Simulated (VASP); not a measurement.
# ZrIn (P4/mmm) in VASP: a series of runs, part 2 of 2

VASP 6.6.1. The steps go on from the part before.

## 4. Electric field gradients, LDA (10.98 Å³/atom)

This run uses another cell than the first one, of 10.98 Å³/atom.

INCAR

```
PREC     = Accurate       # precision mode
ENCUT    = 520            # plane-wave cutoff, eV
EDIFF    = 1E-8           # SCF threshold, eV
ISMEAR   = -1             # smearing method
SIGMA    = 0.05           # smearing width, eV
LREAL    = False          # projectors in reciprocal space
LASPH    = True           # aspherical terms in the spheres
NELM     = 100            # most SCF steps
ALGO     = Normal         # electronic algorithm
ISIF     = 2              # what is computed and relaxed
LWAVE    = False          # write WAVECAR
LCHARG   = False          # write CHGCAR
GGA      = CA             # functional
LEFG     = True         
NBANDS   = 20             # bands
```

KPOINTS

```
regular mesh
0
Gamma
  12 12 8
```

POSCAR

```
ZrIn
1.0
    2.4095787582      0.0000000000      0.0000000000
    0.0000000000      2.4095787582      0.0000000000
    0.0000000000      0.0000000000      3.7834381133
Zr In
1 1
Direct
    0.0000000000      0.0000000000      0.0000000000
    0.5000000000      0.5000000000      0.5000000000
```

Potentials or basis: VASP PAW LDA potentials, release 64 (Zr_sv, In_d).

Command:

```
cat potpaw_LDA.64/Zr_sv/POTCAR potpaw_LDA.64/In_d/POTCAR > POTCAR
mpirun -np 1 vasp_std > vasp.out
```

OUTCAR:

```text
PREC = Accurate
   ENCUT = 520
   EDIFF = 1E-8
   ISMEAR = -1
   LREAL = False
   LASPH = True
   NELM = 100
   ISIF = 2
   GGA = CA

 ion  position               nearest neighbor table
   1  0.000  0.000  0.000-   2 2.55   2 2.55   2 2.55   2 2.55   2 2.55   2 2.55   2 2.55   2 2.55

   2  0.500  0.500  0.500-   1 2.55   1 2.55   1 2.55   1 2.55   1 2.55   1 2.55   1 2.55   1 2.55

  LATTYP: Found a simple tetragonal cell.
 ALAT       =     2.4095787582
 C/A-ratio  =     1.5701657812

  Lattice vectors:

 A1 = (   2.4095787582,   0.0000000000,   0.0000000000)
 A2 = (   0.0000000000,   2.4095787582,   0.0000000000)
 A3 = (   0.0000000000,   0.0000000000,   3.7834381133)

Analysis of symmetry for initial positions (statically):
=====================================================================
 Subroutine PRICEL returns:
 Original cell was already a primitive cell.

 Routine SETGRP: Setting up the symmetry group for a
 simple tetragonal supercell.

 Subroutine GETGRP returns: Found 16 space group operations
 (whereof 16 operations were pure point group operations)
 out of a pool of 16 trial point group operations.

The static configuration has the point symmetry D_4h.

Analysis of symmetry for dynamics (positions and initial velocities):
=====================================================================
 Subroutine PRICEL returns:
 Original cell was already a primitive cell.

 Routine SETGRP: Setting up the symmetry group for a
 simple tetragonal supercell.

 Subroutine GETGRP returns: Found 16 space group operations
 (whereof 16 operations were pure point group operations)
[... 158 lines left out ...]
  band No.  band energies     occupation
      1     -27.2057      2.00000
      2      -6.0113      2.00000
      3      -2.6824      2.00000
      4      -2.6824      2.00000
      5       2.2692      2.00000
      6       3.0232      2.00000
[... 541 lines left out ...]
     19      36.2088      0.00000
     20      36.2119      0.00000

 [... further k-points ...]

------------------------ aborting loop because EDIFF is reached ----------------------------------------

  FORCE on cell =-STRESS in cart. coord.  units (eV):
  Direction    XX          YY          ZZ          XY          YZ          ZX
  --------------------------------------------------------------------------------------
  -------------------------------------------------------------------------------------
  Total       37.1586984     37.1586984     37.1876485      0.0000000      0.0000000      0.0000000
  in kB     2710.2052909   2710.2052909   2712.3167977      0.0000000      0.0000000      0.0000000
  external PRESSURE =    2710.9091265 kB  Pullay stress =       0.0000000 kB

 VOLUME and BASIS-vectors are now :
 -----------------------------------------------------------------------------
  energy-cutoff  :      520.00
  volume of cell :       21.97
      direct lattice vectors                 reciprocal lattice vectors
     2.409578758  0.000000000  0.000000000     0.415010299  0.000000000  0.000000000
     0.000000000  2.409578758  0.000000000     0.000000000  0.415010299  0.000000000
     0.000000000  0.000000000  3.783438113     0.000000000  0.000000000  0.264309861

 POSITION                                       TOTAL-FORCE (eV/Angst)
 -----------------------------------------------------------------------------------
      0.00000      0.00000      0.00000         0.000000      0.000000      0.000000
      1.20479      1.20479      1.89172         0.000000      0.000000      0.000000
 -----------------------------------------------------------------------------------
    total drift:                                0.000000     -0.000000     -0.000000

  FREE ENERGIE OF THE ION-ELECTRON SYSTEM (eV)
  ---------------------------------------------------
  free  energy   TOTEN  =        -3.8848251390 eV

  energy  without entropy=       -3.8764348988  energy(sigma->0) =       -3.88063002

 Electric field gradients (V/A^2)
---------------------------------------------------------------------
 ion       V_xx      V_yy      V_zz      V_xy      V_xz      V_yz
---------------------------------------------------------------------
   1      62.664    62.664  -125.329     0.000     0.000     0.000
   2     108.491   108.491  -216.983    -0.000     0.000     0.000
---------------------------------------------------------------------

 Electric field gradients after diagonalization (V/A^2)
 (convention: |V_zz| > |V_xx| > |V_yy|)
----------------------------------------------------------------------
 ion       V_xx      V_yy      V_zz     asymmetry (V_yy - V_xx)/ V_zz
----------------------------------------------------------------------
   1      62.664    62.664  -125.329       0.000
   2     108.491   108.491  -216.983       0.000
----------------------------------------------------------------------

           NMR quadrupolar parameters

 Cq : quadrupolar parameter    Cq=e*Q*V_zz/h
 eta: asymmetry parameters     (V_yy - V_xx)/ V_zz
 Q  : nuclear electric quadrupole moment in mb (millibarn)
----------------------------------------------------------------------
 ion       Cq(MHz)       eta       Q (mb)
----------------------------------------------------------------------
   1      -0.303       0.000       1.000
   2      -0.525       0.000       1.000
----------------------------------------------------------------------
```

OSZICAR:

```text
N       E                     dE             d eps       ncg     rms          rms(c)
DAV:   1     0.244212527703E+03    0.24421E+03   -0.13144E+04  6052   0.196E+03
DAV:   2     0.117631112512E+02   -0.23245E+03   -0.22433E+03  5768   0.455E+02
DAV:   3    -0.422767469286E+01   -0.15991E+02   -0.15725E+02  6476   0.114E+02
DAV:   4    -0.494646375389E+01   -0.71879E+00   -0.71450E+00  8344   0.196E+01
DAV:   5    -0.496551884254E+01   -0.19055E-01   -0.19049E-01  6824   0.284E+00    0.451E+01
DAV:   6    -0.409669932135E+01    0.86882E+00   -0.14782E+00  7656   0.233E+01    0.255E+01
DAV:   7    -0.389230656392E+01    0.20439E+00   -0.40256E-01  9468   0.673E+00    0.241E+00
DAV:   8    -0.388699442411E+01    0.53121E-02   -0.24158E-02  7720   0.163E+00    0.129E+00
DAV:   9    -0.388485259061E+01    0.21418E-02   -0.55238E-03  8408   0.808E-01    0.200E-01
DAV:  10    -0.388484941444E+01    0.31762E-05   -0.23911E-04  6844   0.127E-01    0.115E-01
DAV:  11    -0.388482560785E+01    0.23807E-04   -0.33702E-05  7764   0.781E-02    0.155E-02
DAV:  12    -0.388482517067E+01    0.43718E-06   -0.50371E-06  7652   0.199E-02    0.711E-03
DAV:  13    -0.388482513636E+01    0.34303E-07   -0.30979E-07  7600   0.660E-03    0.185E-03
DAV:  14    -0.388482513897E+01   -0.26102E-08   -0.77653E-09  4688   0.924E-04
   1 F= -.38848251E+01 E0= -.38806300E+01  d E =-.839024E-02
```

Wall time 30 s (1 thread of AMD EPYC 9R45 (Zen 5), shared host); peak memory 0.13 GiB.

Results:

| Quantity | Value |
| --- | --- |
| Free energy | -3.8848 eV |
| Pressure | 271.1 GPa |
| Band gap on the k mesh | zero (an odd number of electrons rules out a gap without spin polarisation) |
| Largest electric field gradient by atom | Zr -125.3; In -217.0 V/Å² |

Levels at points of the mesh, in eV from the Fermi level:
| k point | band 11 | band 12 | band 13 | band 14 | band 15 | band 16 |
| --- | --- | --- | --- | --- | --- | --- |
| (0.00, 0.00, 0.00) | -3.92 | -3.31 | 0.36 | 5.46 | 5.46 | 9.62 |
| (0.50, 0.00, 0.00) | -6.50 | -4.26 | -2.18 | 2.44 | 5.66 | 8.72 |
| (0.50, 0.50, 0.00) | -1.07 | -1.07 | -0.62 | -0.62 | 1.41 | 4.98 |
| (0.00, 0.00, 0.50) | -6.12 | -4.32 | -2.65 | 2.97 | 2.97 | 9.47 |
| (0.50, 0.00, 0.50) | -4.84 | -1.71 | 1.14 | 3.17 | 3.29 | 6.21 |
| (0.50, 0.50, 0.50) | -6.21 | -6.21 | 2.59 | 2.73 | 7.20 | 7.42 |

Electric field gradients, principal values (V/Å²):
| atom | least | middle | greatest (by size) |
| --- | --- | --- | --- |
| 1 Zr | 62.664 | 62.664 | -125.329 |
| 2 In | 108.491 | 108.491 | -216.983 |

Caveat: the cell stands under pressure; without QUAD_EFG the Cq values of the log hold for a quadrupole moment of 1 mb, not for the nuclei; spin-orbit coupling is left out, which moves the levels of the heavy elements.

## 5. The runs side by side

| cell | gap on the mesh (eV) | pressure (GPa) |
| --- | --- | --- |
| a = 2.981, b = 2.981, c = 4.202 Å, 2 atoms | none | 14.3 |
| a = 3.152, b = 3.152, c = 4.422 Å, 2 atoms | none | -5.9 |
| a = 2.410, b = 2.410, c = 3.783 Å, 2 atoms | none | 271.1 |

Alike in all rows: task electric field gradients; level LDA; potentials or basis VASP PAW LDA potentials, release 64 (Zr_sv, In_d); no spin polarisation; k mesh 12 × 12 × 8; cutoff (eV) 520; smearing fermi-dirac 0.05 eV.

Caveats: spin-orbit coupling is left out, which moves the levels of the heavy elements; the cell stands under pressure (at least some runs); the cell stands under tension (at least some runs).

Absolute energies hang on the potentials; compare differences alone.
